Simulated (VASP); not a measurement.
# Ir: single point with PBE

Crystal: Ir.

```
Ir
1.0
     0.00000    1.93533    1.93533
     1.93533    0.00000    1.93533
     1.93533    1.93533    0.00000
Ir
1
Direct
  0.00000 0.00000 0.00000
```

```json
{
  "Program": "VASP 6.6.1",
  "Task": "single point",
  "Functional": "PBE",
  "Potentials or basis": "VASP PAW PBE potentials, release 64 (Ir)",
  "Cutoff": "520 eV",
  "k mesh": "18 × 18 × 18",
  "Occupations": "gaussian, width 0.1 eV",
  "Spin": "no spin polarisation"
}
```

```yaml
Pressure: 0.5 GPa
```

Levels at points of the mesh, in eV from the Fermi level:
```
           k point  band 1  band 2  band 3  band 4  band 5  band 6  band 7  band 8
(0.00, 0.00, 0.00)  -10.89   -3.77   -3.77   -3.77   -1.19   -1.19   14.34   19.78
(0.50, 0.00, 0.00)   -7.87   -3.87   -3.87   -0.73    0.82    0.82    6.99   13.88
(0.50, 0.50, 0.00)   -7.66   -7.11    0.79    1.38    1.38    1.67   10.15   11.56
```

Run time: 17 s on 1 thread of Intel(R) Xeon(R) Platinum 8259CL CPU @ 2.50GHz (Skylake/Cascade Lake), with other jobs on the host, peak memory 0.15 GiB.

Caveat: spin-orbit coupling is left out, which moves the levels of the heavy elements.
